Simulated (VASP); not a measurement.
# CdSe (P1) in VASP: single point with PBE

Aim: the single point of CdSe with PBE.

Program: VASP 6.6.1. These are calculated values, not measurements. Logs are shortened: lines on timing, memory, paths and dates and some standing lists are left out, and cuts for length are marked.

### 1 The cell of the first run

The typed cell holds 4 atoms: a = 4.298 Å, b = 4.298 Å, c = 7.015 Å, α = 90.00°, β = 90.00°, γ = 120.00°.

### 2 Single point, PBE (one atom moved)

INCAR reads:

```
SYSTEM = CdSe
PREC = Accurate
ENCUT = 520
EDIFF = 1E-6
ISMEAR = 0
SIGMA = 0.02
LREAL = .False.
LASPH = .True.
NELM = 80
ALGO = Normal
ISIF = 2
LWAVE = .False.
LCHARG = .True.
GGA = PE
LELF = .True.
LVHAR = .True.
NBANDS = 26
```

KPOINTS reads:

```
regular mesh
0
Gamma
  9 9 4
  0 0 0
```

POSCAR reads:

```
CdSe
1.0
    4.2984999142      0.0000000000      0.0000000000
   -2.1492499571      3.7226101239      0.0000000000
    0.0000000000      0.0000000000      7.0152000000
Cd Se
2 2
Direct
    0.6666666667      0.3333333333      0.0000000000
    0.3287347412      0.6898063448      0.4855684799
    0.6666666667      0.3333333333      0.3750000000
    0.3333333333      0.6666666667      0.8750000000
```

Potentials or basis: VASP PAW PBE potentials, release 64 (Cd, Se).

Started as:

```
$ cat potpaw_PBE.64/Cd/POTCAR potpaw_PBE.64/Se/POTCAR > POTCAR
$ mpirun -np 1 vasp_std > vasp.out
```

OUTCAR:

```text
SYSTEM = CdSe
   PREC = Accurate
   ENCUT = 520
   EDIFF = 1E-6
   ISMEAR = 0
   LREAL = .False.
   LASPH = .True.
   NELM = 80
   ISIF = 2
   GGA = PE

 ion  position               nearest neighbor table
   1  0.667  0.333  0.000-   3 2.63   4 2.63   4 2.63   4 2.63
   2  0.329  0.690  0.486-   3 2.52   3 2.59   3 2.70   4 2.73
   3  0.667  0.333  0.375-   2 2.52   2 2.59   1 2.63   2 2.70
   4  0.333  0.667  0.875-   1 2.63   1 2.63   1 2.63   2 2.73

  LATTYP: Found a hexagonal cell.
 ALAT       =     4.2984999142
 C/A-ratio  =     1.6320111993

  Lattice vectors:

 A1 = (   4.2984999142,   0.0000000000,   0.0000000000)
 A2 = (  -2.1492499571,   3.7226101239,   0.0000000000)
 A3 = (   0.0000000000,   0.0000000000,   7.0152000000)

Analysis of symmetry for initial positions (statically):
=====================================================================
 Subroutine PRICEL returns:
 Original cell was already a primitive cell.

 Routine SETGRP: Setting up the symmetry group for a
 hexagonal supercell.

 Subroutine GETGRP returns: Found  1 space group operations
 (whereof  1 operations were pure point group operations)
 out of a pool of 24 trial point group operations.

The static configuration has the point symmetry C_1 .

Analysis of symmetry for dynamics (positions and initial velocities):
=====================================================================
 Subroutine PRICEL returns:
 Original cell was already a primitive cell.

 Routine SETGRP: Setting up the symmetry group for a
 hexagonal supercell.

 Subroutine GETGRP returns: Found  1 space group operations
 (whereof  1 operations were pure point group operations)
 out of a pool of 24 trial point group operations.

The dynamic configuration has the point symmetry C_1 .

 Subroutine INISYM returns: Found  1 space group operations
 (whereof  1 operations are pure point group operations),
 and found     1 'primitive' translations

----------------------------------------------------------------------------------------

                                     Primitive cell

  volume of cell :     112.2547

  direct lattice vectors                    reciprocal lattice vectors
     4.298499914  0.000000000  0.000000000     0.232639297  0.134314361  0.000000000
    -2.149249957  3.722610124  0.000000000     0.000000000  0.268628722  0.000000000
     0.000000000  0.000000000  7.015200000     0.000000000  0.000000000  0.142547611

  length of vectors
     4.298499914  4.298499914  7.015200000     0.268628722  0.268628722  0.142547611

  position of ions in fractional coordinates (direct lattice)
     0.666666667  0.333333333  0.000000000
     0.328734741  0.689806345  0.485568480
     0.666666667  0.333333333  0.375000000
     0.333333333  0.666666667  0.875000000

  ion indices of the primitive-cell ions
   primitive index   ion index
                 1           1
                 2           2
                 3           3
                 4           4

----------------------------------------------------------------------------------------

 KPOINTS: regular mesh

Automatic generation of k-mesh.
 Grid dimensions read from file:
 generate k-points for:    9    9    4

 Generating k-lattice:

  Cartesian coordinates                     Fractional coordinates (reciprocal lattice)
     0.025848811  0.014923818  0.000000000     0.111111111  0.000000000  0.000000000
     0.000000000  0.029847636  0.000000000     0.000000000  0.111111111  0.000000000
     0.000000000  0.000000000  0.035636903     0.000000000  0.000000000  0.250000000

  Length of vectors
     0.029847636  0.029847636  0.035636903

  Shift w.r.t. Gamma in fractional coordinates (k-lattice)
     0.000000000  0.000000000  0.000000000

 Subroutine IBZKPT returns following result:
 ===========================================

 Found    163 irreducible k-points:

 Following reciprocal coordinates:
            Coordinates               Weight
  0.000000  0.000000  0.000000      1.000000
  0.111111 -0.000000  0.000000      2.000000
  0.000000  0.111111  0.000000      2.000000
 -0.111111  0.111111  0.000000      2.000000
  0.222222 -0.000000  0.000000      2.000000
  0.000000  0.222222  0.000000      2.000000
[... 16 lines left out ...]
  0.333333  0.111111  0.000000      2.000000
 -0.111111  0.444444  0.000000      2.000000
 [... further k-points ...]
   k-points           NKPTS =    163   k-points in BZ     NKDIM =    163   number of bands    NBANDS=     26
   number of dos      NEDOS =    301   number of ions     NIONS =      4
   total plane-waves  NPLWV =  55296
   dimension x,y,z NGX =    32 NGY =   32 NGZ =   54
   dimension x,y,z NGXF=    64 NGYF=   64 NGZF=  108
   ions per type =               2   2
   NGX,Y,Z   is equivalent  to a cutoff of  12.38, 12.38, 12.80 a.u.
   NGXF,Y,Z  is equivalent  to a cutoff of  24.75, 24.75, 25.59 a.u.
 SYSTEM =  CdSe
   PREC   = accura    normal or accurate (medium, high low for compatibility)
   ISTART =      0    job   : 0-new  1-cont  2-samecut
   ICHARG =      2    charge: 1-file 2-atom 10-const
   ISPIN  =      1    spin polarized calculation?
   LNONCOLLINEAR =      F non collinear calculations
   LSORBIT =      F    spin-orbit coupling
   LASPH  =      T    aspherical Exc in radial PAW
   ENCUT  =  520.0 eV  38.22 Ry    6.18 a.u.   7.99  7.99 13.04*2*pi/ulx,y,z
   NELM   =     80;   NELMIN=  2; NELMDL= -5     # of ELM steps
   EDIFF  = 0.1E-05   stopping-criterion for ELM
   LREAL  =      F    real-space projection
   EDIFFG = 0.1E-04   stopping-criterion for IOM
   NSW    =      0    number of steps for IOM
   IBRION =     -1    ionic relax: 0-MD 1-quasi-New 2-CG
   NFREE  =      0    steps in history (QN), initial steepest desc. (CG)
   ISIF   =      2    stress and relaxation
   ISYM   =      2    0-nonsym 1-usesym 2-fastsym
   POTIM  = 0.5000    time-step for ionic-motion
   TEBEG  =    0.0;   TEEND  =   0.0 temperature during run
   PSTRESS=    0.0 pullay stress
   NELECT =      36.0000    total number of electrons
   NUPDOWN=      -1.0000    fix difference up-down
   EMIN   =  10.00;   EMAX   =-10.00  energy-range for DOS
   EFERMI =   0.00;   METHOD = LEGACY
   ISMEAR =     0;   SIGMA  =   0.02  broadening in eV -4-tet -1-fermi 0-gaus
   EFERMI_NEDOS =   21; number of points for ismear=-14 and -15
   IALGO  =     38    algorithm
   IMIX   =      4    mixing-type and parameters
     AMIX     =   0.40;   BMIX     =  1.00
     AMIX_MAG =   1.60;   BMIX_MAG =  1.00
  volume/ion in A,a.u.               =      28.06       189.38
  Fermi-wavevector in a.u.,A,eV,Ry     =   1.120575  2.117579 17.084668  1.255688
  Thomas-Fermi vector in A             =   2.257222
   LORBIT       =      0    0 simple, 1 ext, 2 COOP (PROOUT), +10 PAW based schemes
   GGA     = PE    functional components
   LHFCALC =     F    Hartree Fock is set to
   AEXX    =    0.0000 exact exchange contribution
   IVDW    =     0    specifies the selected vdW correction
   LEPSILON=     F    determine dielectric tensor
   LRPA    =     F    only Hartree local field effects (RPA)
 non-spin polarized calculation
 Gauss-broadening in eV      SIGMA  =   0.02
  energy-cutoff  :      520.00
  volume of cell :      112.25
 maximum number of plane-waves:      3042
   NGX = 15   NGY = 15   NGZ = 27

 number of electron      36.0000003 magnetization

 Free energy of the ion-electron system (eV)
  ---------------------------------------------------
  ext. energy  EPLUGINS =         0.00000000
  ---------------------------------------------------
  free energy    TOTEN  =       -10.85884890 eV

  energy without entropy =      -10.85884890  energy(sigma->0) =      -10.85884890

 E-fermi :   1.0953     XC(G=0):  -8.8889

 val. band max:        0.9869504067   @ k =   0.0000   0.0000   0.0000
 cond. band min:       1.6459096780   @ k =   0.0000   0.0000   0.0000
 fundamental gap:      0.6589592713
 Fermi energy:         1.0952572675

 k-point     1 :       0.0000    0.0000    0.0000
  band No.  band energies     occupation
      1     -11.7420      2.00000
      2     -11.2141      2.00000
      3      -7.1273      2.00000
      4      -7.0481      2.00000
      5      -6.9587      2.00000
      6      -6.8510      2.00000
[... 18 lines left out ...]
     25       8.0627      0.00000
     26       8.6777      0.00000

 k-point     2 :       0.1111   -0.0000    0.0000
  band No.  band energies     occupation
      1     -11.7054      2.00000
      2     -11.1925      2.00000
      3      -7.1099      2.00000
      4      -7.0211      2.00000
      5      -6.9465      2.00000
      6      -6.8351      2.00000
[... 18 lines left out ...]
     25       8.2684      0.00000
     26       8.4421      0.00000

 k-point     3 :       0.0000    0.1111    0.0000
  band No.  band energies     occupation
      1     -11.7046      2.00000
      2     -11.1925      2.00000
      3      -7.1049      2.00000
      4      -7.0232      2.00000
      5      -6.9454      2.00000
      6      -6.8352      2.00000
[... 18 lines left out ...]
     25       8.2015      0.00000
     26       8.4327      0.00000

 k-point     4 :      -0.1111    0.1111    0.0000
  band No.  band energies     occupation
      1     -11.7073      2.00000
      2     -11.1926      2.00000
      3      -7.1115      2.00000
      4      -7.0293      2.00000
      5      -6.9415      2.00000
      6      -6.8346      2.00000
[... 18 lines left out ...]
     25       8.3516      0.00000
     26       8.4520      0.00000
[... 496 lines left out ...]
      1     -11.5419      2.00000
      2     -11.0976      2.00000
      3      -7.0393      2.00000
      4      -6.9083      2.00000
      5      -6.8827      2.00000
      6      -6.7723      2.00000
[... 18 lines left out ...]
     25       8.6953      0.00000
     26       9.0390      0.00000

 k-point    23 :       0.3333    0.1111    0.0000
  band No.  band energies     occupation
      1     -11.4423      2.00000
      2     -11.0488      2.00000
      3      -6.9506      2.00000
      4      -6.9055      2.00000
      5      -6.7877      2.00000
      6      -6.7585      2.00000
[... 18 lines left out ...]
     25       9.0712      0.00000
     26       9.3073      0.00000

 k-point    24 :      -0.1111    0.4444    0.0000
  band No.  band energies     occupation
      1     -11.4418      2.00000
      2     -11.0493      2.00000
      3      -6.9462      2.00000
      4      -6.8734      2.00000
      5      -6.8282      2.00000
      6      -6.7495      2.00000
[... 18 lines left out ...]
     25       8.9969      0.00000
     26       9.3623      0.00000

 [... further k-points ...]

------------------------ aborting loop because EDIFF is reached ----------------------------------------

  FORCE on cell =-STRESS in cart. coord.  units (eV):
  Direction    XX          YY          ZZ          XY          YZ          ZX
  --------------------------------------------------------------------------------------
  -------------------------------------------------------------------------------------
  Total        2.2119432      3.5224969      1.7733106      0.4477786     -0.4001042      0.2196680
  in kB       31.5703959     50.2755312     25.3099257      6.3910089     -5.7105654      3.1352542
  external PRESSURE =      35.7186176 kB  Pullay stress =       0.0000000 kB

 VOLUME and BASIS-vectors are now :
 -----------------------------------------------------------------------------
  energy-cutoff  :      520.00
  volume of cell :      112.25
      direct lattice vectors                 reciprocal lattice vectors
     4.298499914  0.000000000  0.000000000     0.232639297  0.134314361  0.000000000
    -2.149249957  3.722610124  0.000000000     0.000000000  0.268628722  0.000000000
     0.000000000  0.000000000  7.015200000     0.000000000  0.000000000  0.142547611

 POSITION                                       TOTAL-FORCE (eV/Angst)
 -----------------------------------------------------------------------------------
      2.14925      1.24087      0.00000         0.009244     -0.009905     -0.157048
     -0.06950      2.56788      3.40636         0.328641     -0.566798      0.590883
      2.14925      1.24087      2.63070        -0.326921      0.566488     -0.127522
     -0.00000      2.48174      6.13830        -0.010964      0.010215     -0.306313
 -----------------------------------------------------------------------------------
    total drift:                                0.000084     -0.000359      0.000043

  FREE ENERGIE OF THE ION-ELECTRON SYSTEM (eV)
  ---------------------------------------------------
  free  energy   TOTEN  =       -10.8588488963 eV

  energy  without entropy=      -10.8588488963  energy(sigma->0) =      -10.85884890
```

Run time: 3.8 min. Hardware: 1 thread of Intel Xeon Platinum 8488C (Sapphire Rapids), shared host; peak memory 0.53 GiB.

What came out:

```yaml
Free_energy: -10.8588 eV
Pressure: 3.6 GPa
Largest_force: 0.882 eV/Å
Band_gap_on_the_k_mesh: 0.66 eV
```

Forces on the atoms (eV/Å):
```
Cd   0.009 -0.010 -0.157
Cd   0.329 -0.567  0.591
Se  -0.327  0.566 -0.128
Se  -0.011  0.010 -0.306
```

Levels at points of the mesh, in eV from the valence-band top:
```csv
k point,band 15,band 16,band 17,band 18,band 19,band 20,band 21,band 22
"(0.00, 0.00, 0.00)",-0.71,-0.06,-0.03,0.00,0.66,2.12,5.72,5.93
"(0.00, 0.00, 0.50)",-0.65,-0.45,-0.30,-0.28,2.20,2.45,5.76,5.82
```

Caveat: the cell differs from its parent crystal (one atom moved); the cell stands under pressure.
